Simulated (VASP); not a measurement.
# AlCo (P-6m2) in VASP: a series of runs

AlCo is run at these levels: PBE; tasks: single point, relaxation of cell and atoms.

All numbers are computed with VASP 6.6.1; they aren't measurements. Logs are shortened: lines on timing, memory, paths and dates and some standing lists are left out, and cuts for length are marked.

**1. The cell of the first run**

It takes space group P-6m2 (No. 187, hexagonal). Conventional cell: a = 2.730 Å, b = 2.730 Å, c = 3.817 Å, α = 90.00°, β = 90.00°, γ = 120.00°. Al (site symmetry -6m2) has 6 Co at 2.48 Å and 6 Al at 2.73 Å within 3.3 Å. Within 3.3 Å of Co (site symmetry -6m2) lie 6 Al at 2.48 Å and 6 Co at 2.73 Å.

**2. Single point, PBE, collinear spin, ferromagnetic start**

Contents of INCAR:

```
SYSTEM = AlCo
  PREC = Accurate
  ENCUT = 520
  EDIFF = 1E-7
  ISMEAR = 0
  SIGMA = 0.1
  LREAL = .False.
  LASPH = .True.
  NELM = 150
  ALGO = Normal
  ISIF = 2
  LWAVE = .False.
  LCHARG = .False.
  ISPIN = 2
  MAGMOM = 0 0.84
  LORBIT = 11
  LMAXMIX = 4
  GGA = PE
  NBANDS = 17
```

Contents of KPOINTS:

```
Automatic mesh
0
Gamma
  6 6 4
  0 0 0
```

Contents of POSCAR:

```
AlCo
1.0
    2.7298654969      0.0000000000      0.0000000000
   -1.3649327485      2.3641328692      0.0000000000
    0.0000000000      0.0000000000      3.8172041189
Al Co
1 1
Direct
    0.6666666667      0.3333333333      0.0000000000
    0.0000000000      0.0000000000      0.5000000000
```

Potentials or basis: VASP PAW PBE potentials, release 64 (Al, Co).

Command:

```sh
> cat potpaw_PBE.64/Al/POTCAR potpaw_PBE.64/Co/POTCAR > POTCAR
> mpirun -np 1 vasp_std > vasp.out
```

OUTCAR:

```text
SYSTEM = AlCo
   PREC = Accurate
   ENCUT = 520
   EDIFF = 1E-7
   ISMEAR = 0
   LREAL = .False.
   LASPH = .True.
   NELM = 150
   ISIF = 2
   ISPIN = 2
   LORBIT = 11
   GGA = PE

 ion  position               nearest neighbor table
   1  0.667  0.333  0.000-   2 2.48   2 2.48   2 2.48   2 2.48   2 2.48   2 2.48
   2  0.000  0.000  0.500-   1 2.48   1 2.48   1 2.48   1 2.48   1 2.48   1 2.48

  LATTYP: Found a hexagonal cell.
 ALAT       =     2.7298654969
 C/A-ratio  =     1.3983121598

  Lattice vectors:

 A1 = (   2.7298654969,   0.0000000000,   0.0000000000)
 A2 = (  -1.3649327485,   2.3641328692,   0.0000000000)
 A3 = (   0.0000000000,   0.0000000000,   3.8172041189)

Analysis of symmetry for initial positions (statically):
=====================================================================
 Subroutine PRICEL returns:
 Original cell was already a primitive cell.

 Routine SETGRP: Setting up the symmetry group for a
 hexagonal supercell.

 Subroutine GETGRP returns: Found 12 space group operations
 (whereof 12 operations were pure point group operations)
 out of a pool of 24 trial point group operations.

The static configuration has the point symmetry D_3h.

Analysis of symmetry for dynamics (positions and initial velocities):
=====================================================================
 Subroutine PRICEL returns:
 Original cell was already a primitive cell.

 Routine SETGRP: Setting up the symmetry group for a
 hexagonal supercell.

 Subroutine GETGRP returns: Found 12 space group operations
 (whereof 12 operations were pure point group operations)
 out of a pool of 24 trial point group operations.

The dynamic configuration has the point symmetry D_3h.

Analysis of structural, dynamic, and magnetic symmetry:
=====================================================================
 Subroutine PRICEL returns:
 Original cell was already a primitive cell.

 Routine SETGRP: Setting up the symmetry group for a
 hexagonal supercell.

 Subroutine GETGRP returns: Found 12 space group operations
 (whereof 12 operations were pure point group operations)
 out of a pool of 24 trial point group operations.

The overall configuration has the point symmetry D_3h.

 Subroutine INISYM returns: Found 12 space group operations
 (whereof 12 operations are pure point group operations),
 and found     1 'primitive' translations

----------------------------------------------------------------------------------------

                                     Primitive cell

  volume of cell :      24.6353

  direct lattice vectors                    reciprocal lattice vectors
     2.729865497  0.000000000  0.000000000     0.366318414  0.211494035  0.000000000
    -1.364932749  2.364132869  0.000000000     0.000000000  0.422988070  0.000000000
     0.000000000  0.000000000  3.817204119     0.000000000  0.000000000  0.261971843

  length of vectors
     2.729865497  2.729865497  3.817204119     0.422988070  0.422988070  0.261971843

  position of ions in fractional coordinates (direct lattice)
     0.666666667  0.333333333  0.000000000
     0.000000000  0.000000000  0.500000000

  ion indices of the primitive-cell ions
   primitive index   ion index
                 1           1
                 2           2

----------------------------------------------------------------------------------------

 KPOINTS: Automatic mesh

Automatic generation of k-mesh.
 Grid dimensions read from file:
 generate k-points for:    6    6    4

 Generating k-lattice:

  Cartesian coordinates                     Fractional coordinates (reciprocal lattice)
     0.061053069  0.035249006  0.000000000     0.166666667  0.000000000  0.000000000
     0.000000000  0.070498012  0.000000000     0.000000000  0.166666667  0.000000000
     0.000000000  0.000000000  0.065492961     0.000000000  0.000000000  0.250000000

  Length of vectors
     0.070498012  0.070498012  0.065492961

  Shift w.r.t. Gamma in fractional coordinates (k-lattice)
     0.000000000  0.000000000  0.000000000

 Subroutine IBZKPT returns following result:
 ===========================================

 Found     21 irreducible k-points:

 Following reciprocal coordinates:
            Coordinates               Weight
  0.000000  0.000000  0.000000      1.000000
  0.166667 -0.000000  0.000000      6.000000
  0.333333  0.000000  0.000000      6.000000
  0.500000  0.000000  0.000000      3.000000
  0.166667  0.166667  0.000000      6.000000
  0.333333  0.166667  0.000000     12.000000
[... 13 lines left out ...]
  0.333333  0.166667  0.500000     12.000000
  0.333333  0.333333  0.500000      2.000000
   k-points           NKPTS =     21   k-points in BZ     NKDIM =     21   number of bands    NBANDS=     17
   number of dos      NEDOS =    301   number of ions     NIONS =      2
   total plane-waves  NPLWV =  11200
   dimension x,y,z NGX =    20 NGY =   20 NGZ =   28
   dimension x,y,z NGXF=    40 NGYF=   40 NGZF=   56
   ions per type =               1   1
   NGX,Y,Z   is equivalent  to a cutoff of  12.18, 12.18, 12.19 a.u.
   NGXF,Y,Z  is equivalent  to a cutoff of  24.36, 24.36, 24.39 a.u.
 SYSTEM =  AlCo
   PREC   = accura    normal or accurate (medium, high low for compatibility)
   ISTART =      0    job   : 0-new  1-cont  2-samecut
   ICHARG =      2    charge: 1-file 2-atom 10-const
   ISPIN  =      2    spin polarized calculation?
   LNONCOLLINEAR =      F non collinear calculations
   LSORBIT =      F    spin-orbit coupling
   LASPH  =      T    aspherical Exc in radial PAW
   ENCUT  =  520.0 eV  38.22 Ry    6.18 a.u.   5.08  5.08  7.10*2*pi/ulx,y,z
   NELM   =    150;   NELMIN=  2; NELMDL= -5     # of ELM steps
   EDIFF  = 0.1E-06   stopping-criterion for ELM
   LREAL  =      F    real-space projection
   EDIFFG = 0.1E-05   stopping-criterion for IOM
   NSW    =      0    number of steps for IOM
   IBRION =     -1    ionic relax: 0-MD 1-quasi-New 2-CG
   NFREE  =      0    steps in history (QN), initial steepest desc. (CG)
   ISIF   =      2    stress and relaxation
   ISYM   =      2    0-nonsym 1-usesym 2-fastsym
   POTIM  = 0.5000    time-step for ionic-motion
   TEBEG  =    0.0;   TEEND  =   0.0 temperature during run
   PSTRESS=    0.0 pullay stress
   NELECT =      12.0000    total number of electrons
   NUPDOWN=      -1.0000    fix difference up-down
   EMIN   =  10.00;   EMAX   =-10.00  energy-range for DOS
   EFERMI =   0.00;   METHOD = LEGACY
   ISMEAR =     0;   SIGMA  =   0.10  broadening in eV -4-tet -1-fermi 0-gaus
   EFERMI_NEDOS =   21; number of points for ismear=-14 and -15
   IALGO  =     38    algorithm
   IMIX   =      4    mixing-type and parameters
     AMIX     =   0.40;   BMIX     =  1.00
     AMIX_MAG =   1.60;   BMIX_MAG =  1.00
  volume/ion in A,a.u.               =      12.32        83.12
  Fermi-wavevector in a.u.,A,eV,Ry     =   1.288099  2.434153 22.574756  1.659198
  Thomas-Fermi vector in A             =   2.420073
   LORBIT       =     11    0 simple, 1 ext, 2 COOP (PROOUT), +10 PAW based schemes
   GGA     = PE    functional components
   LHFCALC =     F    Hartree Fock is set to
   AEXX    =    0.0000 exact exchange contribution
   IVDW    =     0    specifies the selected vdW correction
   LEPSILON=     F    determine dielectric tensor
   LRPA    =     F    only Hartree local field effects (RPA)
 spin polarized calculation
 Gauss-broadening in eV      SIGMA  =   0.10
  energy-cutoff  :      520.00
  volume of cell :       24.64
 maximum number of plane-waves:       681
   NGX = 11   NGY = 11   NGZ = 15

 number of electron      12.0000000 magnetization       0.0007406

 number of electron      12.0000000 magnetization      -0.0005894

 Free energy of the ion-electron system (eV)
  ---------------------------------------------------
  ext. energy  EPLUGINS =         0.00000000
  ---------------------------------------------------
  free energy    TOTEN  =       -11.40951434 eV

  energy without entropy =      -11.38974143  energy(sigma->0) =      -11.39962789

 E-fermi :   9.7643     XC(G=0): -11.9618

 val. band max:        9.4217840836   @ k =   0.3333   0.0000   0.5000
 cond. band min:       9.7651276479   @ k =   0.3333   0.1667   0.0000
 fundamental gap:      0.3433435643
 Fermi energy:         9.7643365187

 spin component 1

 k-point     1 :       0.0000    0.0000    0.0000
  band No.  band energies     occupation
      1      -1.0879      1.00000
      2       6.4232      1.00000
      3       8.4024      1.00000
      4       8.4024      1.00000
      5       8.4180      1.00000
      6       9.0754      1.00000
[... 9 lines left out ...]
     16      29.9817      0.00000
     17      34.1758      0.00000
[... 381 lines left out ...]
 k-point    21 :       0.3333    0.3333    0.5000
  band No.  band energies     occupation
      1       6.2543      1.00000
      2       6.5689      1.00000
      3       7.2405      1.00000
      4       7.8945      1.00000
      5       8.2564      1.00000
      6       8.5206      1.00000
[... 9 lines left out ...]
     16      32.0685      0.00000
     17      32.5555      0.00000
 Fermi energy:         9.7643365187

 spin component 2

 k-point     1 :       0.0000    0.0000    0.0000
  band No.  band energies     occupation
      1      -1.0879      1.00000
      2       6.4228      1.00000
      3       8.4014      1.00000
      4       8.4014      1.00000
      5       8.4181      1.00000
      6       9.0749      1.00000
[... 9 lines left out ...]
     16      29.9818      0.00000
     17      34.1759      0.00000
[... 381 lines left out ...]
 k-point    21 :       0.3333    0.3333    0.5000
  band No.  band energies     occupation
      1       6.2542      1.00000
      2       6.5687      1.00000
      3       7.2400      1.00000
      4       7.8938      1.00000
      5       8.2565      1.00000
      6       8.5200      1.00000
[... 9 lines left out ...]
     16      32.0686      0.00000
     17      32.5555      0.00000

------------------------ aborting loop because EDIFF is reached ----------------------------------------

  FORCE on cell =-STRESS in cart. coord.  units (eV):
  Direction    XX          YY          ZZ          XY          YZ          ZX
  --------------------------------------------------------------------------------------
  -------------------------------------------------------------------------------------
  Total        0.1363039      0.1363039     -0.9539564     -0.0000000      0.0000000      0.0000000
  in kB        8.8646232      8.8646232    -62.0412561     -0.0000000      0.0000000      0.0000000
  external PRESSURE =     -14.7706699 kB  Pullay stress =       0.0000000 kB

 VOLUME and BASIS-vectors are now :
 -----------------------------------------------------------------------------
  energy-cutoff  :      520.00
  volume of cell :       24.64
      direct lattice vectors                 reciprocal lattice vectors
     2.729865497  0.000000000  0.000000000     0.366318414  0.211494035  0.000000000
    -1.364932749  2.364132869  0.000000000     0.000000000  0.422988070  0.000000000
     0.000000000  0.000000000  3.817204119     0.000000000  0.000000000  0.261971843

 POSITION                                       TOTAL-FORCE (eV/Angst)
 -----------------------------------------------------------------------------------
      1.36493      0.78804      0.00000         0.000000     -0.000000      0.000000
      0.00000      0.00000      1.90860        -0.000000      0.000000      0.000000
 -----------------------------------------------------------------------------------
    total drift:                               -0.000000      0.000000      0.000000

  FREE ENERGIE OF THE ION-ELECTRON SYSTEM (eV)
  ---------------------------------------------------
  free  energy   TOTEN  =       -11.4095143397 eV

  energy  without entropy=      -11.3897414328  energy(sigma->0) =      -11.39962789

 total charge

# of ion       s       p       d       tot
------------------------------------------
    1        0.418   0.418   0.000   0.836
    2        0.427   0.469   7.416   8.311
--------------------------------------------------
tot          0.845   0.887   7.416   9.147

 magnetization (x)

# of ion       s       p       d       tot
------------------------------------------
    1       -0.000  -0.000   0.000  -0.000
    2       -0.000  -0.000  -0.001  -0.001
--------------------------------------------------
tot         -0.000  -0.000  -0.001  -0.001
```

It took 46 s on 1 thread of AMD EPYC 7R13, shared host; peak memory 0.12 GiB.

Results:

```yaml
Free_energy: -11.4095 eV
Pressure: -1.5 GPa
Band_gap_on_the_k_mesh: zero (filled and empty bands overlap)
Net_moment: 0.00 μB per cell
Valence_electrons_inside_the_program's_atomic_spheres: Al 0.84; Co 8.31
```

Caveat: the k points lie up to 0.44 Å⁻¹ apart, too coarse for converged energies and pressures of a metal.

[end of part 1 of 2]
